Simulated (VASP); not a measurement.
# RbBr (Pm-3m) in VASP: settings compared

Aim: see how the results for RbBr move with the level of theory and the settings. Levels: PBEsol, revPBE. Tasks: single point, relaxation of cell and atoms.

Everything below comes from runs of VASP 6.6.1. Logs are shortened: lines on timing, memory, paths and dates and some standing lists are left out, and cuts for length are marked.

## (1) The cell of the first run

It takes space group Pm-3m (No. 221, cubic). The conventional cell has a = 4.070 Å, b = 4.070 Å, c = 4.070 Å, α = 90.00°, β = 90.00°, γ = 90.00°. Rb (site symmetry m-3m) has 8 Br at 3.52 Å and 6 Rb at 4.07 Å within 4.6 Å. Within 4.6 Å of Br (site symmetry m-3m) lie 8 Rb at 3.52 Å and 6 Br at 4.07 Å.

## (2) Single point, PBEsol

File INCAR:

```
PREC = Accurate ; ENCUT = 520
EDIFF = 1E-6 ; ISMEAR = 0
SIGMA = 0.01 ; LREAL = F
LASPH = T ; NELM = 80
ALGO = Normal ; ISIF = 2
LWAVE = F ; LCHARG = T
GGA = PS ; LELF = T
LVHAR = T ; NBANDS = 15
```

File KPOINTS:

```
Automatic mesh
0
Gamma
  6 6 6
```

File POSCAR:

```
RbBr
1.0
    4.0701820330      0.0000000000      0.0000000000
    0.0000000000      4.0701820330      0.0000000000
    0.0000000000      0.0000000000      4.0701820330
Rb Br
1 1
Direct
    0.0000000000      0.0000000000      0.0000000000
    0.5000000000      0.5000000000      0.5000000000
```

Potentials or basis: VASP PAW PBE potentials, release 64 (Rb_sv, Br).

Command:

```bash
> cat potpaw_PBE.64/Rb_sv/POTCAR potpaw_PBE.64/Br/POTCAR > POTCAR
> mpirun -np 1 vasp_std > vasp.out
```

OUTCAR:

```text
PREC = Accurate
   ENCUT = 520
   EDIFF = 1E-6
   ISMEAR = 0
   LREAL = F
   LASPH = T
   NELM = 80
   ISIF = 2
   GGA = PS

 ion  position               nearest neighbor table
   1  0.000  0.000  0.000-   2 3.52   2 3.52   2 3.52   2 3.52   2 3.52   2 3.52   2 3.52   2 3.52

   2  0.500  0.500  0.500-   1 3.52   1 3.52   1 3.52   1 3.52   1 3.52   1 3.52   1 3.52   1 3.52

  LATTYP: Found a simple cubic cell.
 ALAT       =     4.0701820330

  Lattice vectors:

 A1 = (   4.0701820330,   0.0000000000,   0.0000000000)
 A2 = (   0.0000000000,   4.0701820330,   0.0000000000)
 A3 = (   0.0000000000,   0.0000000000,   4.0701820330)

Analysis of symmetry for initial positions (statically):
=====================================================================
 Subroutine PRICEL returns:
 Original cell was already a primitive cell.

 Routine SETGRP: Setting up the symmetry group for a
 simple cubic supercell.

 Subroutine GETGRP returns: Found 48 space group operations
 (whereof 48 operations were pure point group operations)
 out of a pool of 48 trial point group operations.

The static configuration has the point symmetry O_h .

Analysis of symmetry for dynamics (positions and initial velocities):
=====================================================================
 Subroutine PRICEL returns:
 Original cell was already a primitive cell.

 Routine SETGRP: Setting up the symmetry group for a
 simple cubic supercell.

 Subroutine GETGRP returns: Found 48 space group operations
 (whereof 48 operations were pure point group operations)
 out of a pool of 48 trial point group operations.

The dynamic configuration has the point symmetry O_h .

 Subroutine INISYM returns: Found 48 space group operations
 (whereof 48 operations are pure point group operations),
 and found     1 'primitive' translations

----------------------------------------------------------------------------------------

                                     Primitive cell

  volume of cell :      67.4282

  direct lattice vectors                    reciprocal lattice vectors
     4.070182033  0.000000000  0.000000000     0.245689257  0.000000000  0.000000000
     0.000000000  4.070182033  0.000000000     0.000000000  0.245689257  0.000000000
     0.000000000  0.000000000  4.070182033     0.000000000  0.000000000  0.245689257

  length of vectors
     4.070182033  4.070182033  4.070182033     0.245689257  0.245689257  0.245689257

  position of ions in fractional coordinates (direct lattice)
     0.000000000  0.000000000  0.000000000
     0.500000000  0.500000000  0.500000000

  ion indices of the primitive-cell ions
   primitive index   ion index
                 1           1
                 2           2

----------------------------------------------------------------------------------------

 KPOINTS: Automatic mesh

Automatic generation of k-mesh.
 Grid dimensions read from file:
 generate k-points for:    6    6    6

 Generating k-lattice:

  Cartesian coordinates                     Fractional coordinates (reciprocal lattice)
     0.040948210  0.000000000  0.000000000     0.166666667  0.000000000  0.000000000
     0.000000000  0.040948210  0.000000000     0.000000000  0.166666667  0.000000000
     0.000000000  0.000000000  0.040948210     0.000000000  0.000000000  0.166666667

  Length of vectors
     0.040948210  0.040948210  0.040948210

  Shift w.r.t. Gamma in fractional coordinates (k-lattice)
     0.000000000  0.000000000  0.000000000

 Subroutine IBZKPT returns following result:
 ===========================================

 Found     20 irreducible k-points:

 Following reciprocal coordinates:
            Coordinates               Weight
  0.000000  0.000000  0.000000      1.000000
  0.166667  0.000000  0.000000      6.000000
  0.333333  0.000000  0.000000      6.000000
  0.500000  0.000000  0.000000      3.000000
  0.166667  0.166667  0.000000     12.000000
  0.333333  0.166667  0.000000     24.000000
[... 12 lines left out ...]
  0.500000  0.500000  0.333333      6.000000
  0.500000  0.500000  0.500000      1.000000
   k-points           NKPTS =     20   k-points in BZ     NKDIM =     20   number of bands    NBANDS=     15
   number of dos      NEDOS =    301   number of ions     NIONS =      2
   total plane-waves  NPLWV =  27000
   dimension x,y,z NGX =    30 NGY =   30 NGZ =   30
   dimension x,y,z NGXF=    60 NGYF=   60 NGZF=   60
   ions per type =               1   1
   NGX,Y,Z   is equivalent  to a cutoff of  12.25, 12.25, 12.25 a.u.
   NGXF,Y,Z  is equivalent  to a cutoff of  24.51, 24.51, 24.51 a.u.
 SYSTEM =  unknown system
   PREC   = accura    normal or accurate (medium, high low for compatibility)
   ISTART =      0    job   : 0-new  1-cont  2-samecut
   ICHARG =      2    charge: 1-file 2-atom 10-const
   ISPIN  =      1    spin polarized calculation?
   LNONCOLLINEAR =      F non collinear calculations
   LSORBIT =      F    spin-orbit coupling
   LASPH  =      T    aspherical Exc in radial PAW
   ENCUT  =  520.0 eV  38.22 Ry    6.18 a.u.   7.57  7.57  7.57*2*pi/ulx,y,z
   NELM   =     80;   NELMIN=  2; NELMDL= -5     # of ELM steps
   EDIFF  = 0.1E-05   stopping-criterion for ELM
   LREAL  =      F    real-space projection
   EDIFFG = 0.1E-04   stopping-criterion for IOM
   NSW    =      0    number of steps for IOM
   IBRION =     -1    ionic relax: 0-MD 1-quasi-New 2-CG
   NFREE  =      0    steps in history (QN), initial steepest desc. (CG)
   ISIF   =      2    stress and relaxation
   ISYM   =      2    0-nonsym 1-usesym 2-fastsym
   POTIM  = 0.5000    time-step for ionic-motion
   TEBEG  =    0.0;   TEEND  =   0.0 temperature during run
   PSTRESS=    0.0 pullay stress
   NELECT =      16.0000    total number of electrons
   NUPDOWN=      -1.0000    fix difference up-down
   EMIN   =  10.00;   EMAX   =-10.00  energy-range for DOS
   EFERMI =   0.00;   METHOD = LEGACY
   ISMEAR =     0;   SIGMA  =   0.01  broadening in eV -4-tet -1-fermi 0-gaus
   EFERMI_NEDOS =   21; number of points for ismear=-14 and -15
   IALGO  =     38    algorithm
   IMIX   =      4    mixing-type and parameters
     AMIX     =   0.40;   BMIX     =  1.00
     AMIX_MAG =   1.60;   BMIX_MAG =  1.00
  volume/ion in A,a.u.               =      33.71       227.51
  Fermi-wavevector in a.u.,A,eV,Ry     =   1.013525  1.915284 13.976343  1.027232
  Thomas-Fermi vector in A             =   2.146699
   LORBIT       =      0    0 simple, 1 ext, 2 COOP (PROOUT), +10 PAW based schemes
   GGA     = PS    functional components
   LHFCALC =     F    Hartree Fock is set to
   AEXX    =    0.0000 exact exchange contribution
   IVDW    =     0    specifies the selected vdW correction
   LEPSILON=     F    determine dielectric tensor
   LRPA    =     F    only Hartree local field effects (RPA)
 non-spin polarized calculation
 Gauss-broadening in eV      SIGMA  =   0.01
  energy-cutoff  :      520.00
  volume of cell :       67.43
 maximum number of plane-waves:      1856
   NGX = 15   NGY = 15   NGZ = 15

 number of electron      15.9999998 magnetization

 Free energy of the ion-electron system (eV)
  ---------------------------------------------------
  ext. energy  EPLUGINS =         0.00000000
  ---------------------------------------------------
  free energy    TOTEN  =        -6.30094701 eV

  energy without entropy =       -6.30094701  energy(sigma->0) =       -6.30094701

 E-fermi :  -0.5056     XC(G=0):  -8.3004

 val. band max:       -0.5686701406   @ k =   0.5000   0.5000   0.0000
 cond. band min:       3.4707137006   @ k =   0.0000   0.0000   0.0000
 fundamental gap:      4.0393838411
 Fermi energy:        -0.5055952499

 k-point     1 :       0.0000    0.0000    0.0000
  band No.  band energies     occupation
      1     -25.5400      2.00000
      2     -13.2771      2.00000
      3      -9.5260      2.00000
      4      -9.5260      2.00000
      5      -9.5260      2.00000
      6      -0.7266      2.00000
      7      -0.7266      2.00000
      8      -0.7266      2.00000
      9       3.4707      0.00000
     10       4.8364      0.00000
     11       4.8364      0.00000
     12       9.4422      0.00000
     13       9.4422      0.00000
     14       9.4422      0.00000
     15      12.1977      0.00000

 k-point     2 :       0.1667    0.0000    0.0000
  band No.  band energies     occupation
      1     -25.5337      2.00000
      2     -13.2763      2.00000
      3      -9.5673      2.00000
      4      -9.5117      2.00000
      5      -9.5117      2.00000
      6      -1.2806      2.00000
      7      -0.7499      2.00000
      8      -0.7499      2.00000
      9       4.1633      0.00000
     10       5.0544      0.00000
     11       5.4879      0.00000
     12       9.3001      0.00000
     13       9.3001      0.00000
     14       9.6051      0.00000
     15      10.8294      0.00000

 k-point     3 :       0.3333    0.0000    0.0000
  band No.  band energies     occupation
      1     -25.5211      2.00000
      2     -13.2772      2.00000
      3      -9.6383      2.00000
      4      -9.4828      2.00000
      5      -9.4828      2.00000
      6      -2.1060      2.00000
      7      -0.7988      2.00000
      8      -0.7988      2.00000
      9       5.5318      0.00000
     10       5.6644      0.00000
     11       6.8015      0.00000
     12       8.9975      0.00000
     13       9.2326      0.00000
     14       9.2326      0.00000
     15      10.0122      0.00000
[... 271 lines left out ...]
 k-point    19 :       0.5000    0.5000    0.3333
  band No.  band energies     occupation
      1     -25.4756      2.00000
      2     -12.9723      2.00000
      3      -9.8110      2.00000
      4      -9.8110      2.00000
      5      -9.6989      2.00000
      6      -1.9518      2.00000
      7      -1.9518      2.00000
      8      -1.7378      2.00000
      9       6.5898      0.00000
     10       7.4782      0.00000
     11       7.4782      0.00000
     12       8.0460      0.00000
     13       9.3764      0.00000
     14       9.3764      0.00000
     15      11.7472      0.00000

 k-point    20 :       0.5000    0.5000    0.5000
  band No.  band energies     occupation
      1     -25.4701      2.00000
      2     -12.9411      2.00000
      3      -9.7842      2.00000
      4      -9.7842      2.00000
      5      -9.7842      2.00000
      6      -2.0401      2.00000
      7      -2.0401      2.00000
      8      -2.0401      2.00000
      9       7.6633      0.00000
     10       7.6633      0.00000
     11       7.6633      0.00000
     12       8.9241      0.00000
     13       8.9241      0.00000
     14       8.9241      0.00000
     15      11.8381      0.00000

------------------------ aborting loop because EDIFF is reached ----------------------------------------

  FORCE on cell =-STRESS in cart. coord.  units (eV):
  Direction    XX          YY          ZZ          XY          YZ          ZX
  --------------------------------------------------------------------------------------
  -------------------------------------------------------------------------------------
  Total        0.0312735      0.0312735      0.0312735     -0.0000000     -0.0000000     -0.0000000
  in kB        0.7430967      0.7430967      0.7430967     -0.0000000     -0.0000000     -0.0000000
  external PRESSURE =       0.7430967 kB  Pullay stress =       0.0000000 kB

 VOLUME and BASIS-vectors are now :
 -----------------------------------------------------------------------------
  energy-cutoff  :      520.00
  volume of cell :       67.43
      direct lattice vectors                 reciprocal lattice vectors
     4.070182033  0.000000000  0.000000000     0.245689257  0.000000000  0.000000000
     0.000000000  4.070182033  0.000000000     0.000000000  0.245689257  0.000000000
     0.000000000  0.000000000  4.070182033     0.000000000  0.000000000  0.245689257

 POSITION                                       TOTAL-FORCE (eV/Angst)
 -----------------------------------------------------------------------------------
      0.00000      0.00000      0.00000         0.000000      0.000000      0.000000
      2.03509      2.03509      2.03509         0.000000      0.000000      0.000000
 -----------------------------------------------------------------------------------
    total drift:                                0.000000      0.000000     -0.000000

  FREE ENERGIE OF THE ION-ELECTRON SYSTEM (eV)
  ---------------------------------------------------
  free  energy   TOTEN  =        -6.3009470134 eV

  energy  without entropy=       -6.3009470134  energy(sigma->0) =       -6.30094701
```

Run time: 9.1 s. Hardware: 1 thread of Intel Xeon 6975P-C (Granite Rapids), shared host; peak memory 0.17 GiB.

Results:

- Free energy: -6.3009 eV
- Pressure: 0.1 GPa
- Band gap on the k mesh: 4.04 eV, indirect (least direct gap 4.20 eV)

Caveat: the PAW data sets were made with another functional, which shifts forces and pressure a little. A k mesh can miss the band edges.

## (3) Single point, revPBE

This run uses another cell than the first one, of 40.51 Å³/atom, 1.202 times its volume.

File INCAR:

```
SYSTEM = RbBr
  PREC = Accurate
  ENCUT = 520
  EDIFF = 1E-7
  ISMEAR = 0
  SIGMA = 0.01
  LREAL = .FALSE.
  LASPH = .TRUE.
  NELM = 60
  ALGO = Normal
  ISIF = 2
  LWAVE = .FALSE.
  LCHARG = .FALSE.
  GGA = RE
  NBANDS = 15
```

File KPOINTS:

```
regular mesh
0
G
  6 6 6
  0 0 0
```

File POSCAR:

```
RbBr
1.0
    4.3271050962      0.0000000000      0.0000000000
    0.0000000000      4.3271050962      0.0000000000
    0.0000000000      0.0000000000      4.3271050962
Rb Br
1 1
Direct
    0.0000000000      0.0000000000      0.0000000000
    0.5000000000      0.5000000000      0.5000000000
```

Potentials or basis: VASP PAW PBE potentials, release 64 (Rb_sv, Br).

Command:

```bash
> cat potpaw_PBE.64/Rb_sv/POTCAR potpaw_PBE.64/Br/POTCAR > POTCAR
> mpirun -np 1 vasp_std > vasp.out
```

OUTCAR:

```text
SYSTEM = RbBr
   PREC = Accurate
   ENCUT = 520
   EDIFF = 1E-7
   ISMEAR = 0
   LREAL = .FALSE.
   LASPH = .TRUE.
   NELM = 60
   ISIF = 2
   GGA = RE

 ion  position               nearest neighbor table
   1  0.000  0.000  0.000-   2 3.75   2 3.75   2 3.75   2 3.75   2 3.75   2 3.75   2 3.75   2 3.75

   2  0.500  0.500  0.500-   1 3.75   1 3.75   1 3.75   1 3.75   1 3.75   1 3.75   1 3.75   1 3.75

  LATTYP: Found a simple cubic cell.
 ALAT       =     4.3271050962

  Lattice vectors:

 A1 = (   4.3271050962,   0.0000000000,   0.0000000000)
[... 540 lines left out ...]

  FORCE on cell =-STRESS in cart. coord.  units (eV):
  Direction    XX          YY          ZZ          XY          YZ          ZX
  --------------------------------------------------------------------------------------
  -------------------------------------------------------------------------------------
  Total        0.0083896      0.0083896      0.0083896      0.0000000      0.0000000      0.0000000
  in kB        0.1659058      0.1659058      0.1659058      0.0000000      0.0000000      0.0000000
  external PRESSURE =       0.1659058 kB  Pullay stress =       0.0000000 kB

 VOLUME and BASIS-vectors are now :
 -----------------------------------------------------------------------------
  energy-cutoff  :      520.00
  volume of cell :       81.02
      direct lattice vectors                 reciprocal lattice vectors
     4.327105096  0.000000000  0.000000000     0.231101389  0.000000000  0.000000000
     0.000000000  4.327105096  0.000000000     0.000000000  0.231101389  0.000000000
     0.000000000  0.000000000  4.327105096     0.000000000  0.000000000  0.231101389

 POSITION                                       TOTAL-FORCE (eV/Angst)
 -----------------------------------------------------------------------------------
      0.00000      0.00000      0.00000         0.000000      0.000000      0.000000
      2.16355      2.16355      2.16355         0.000000      0.000000      0.000000
 -----------------------------------------------------------------------------------
    total drift:                                0.000000      0.000000     -0.000000

  FREE ENERGIE OF THE ION-ELECTRON SYSTEM (eV)
  ---------------------------------------------------
  free  energy   TOTEN  =        -5.6564420897 eV

  energy  without entropy=       -5.6564420897  energy(sigma->0) =       -5.65644209
```

It took 9.9 s on 1 thread of Intel Xeon 6975P-C (Granite Rapids), shared host; peak memory 0.18 GiB.

What came out:

```yaml
Free_energy: -5.6564 eV
Pressure: 0.0 GPa
Band_gap_on_the_k_mesh: 3.92 eV, indirect (least direct gap 4.06 eV)
```

Caveat: the PAW data sets were made with another functional, which shifts forces and pressure a little. A k mesh can miss the band edges.

(Part 1 of 2 ends here.)
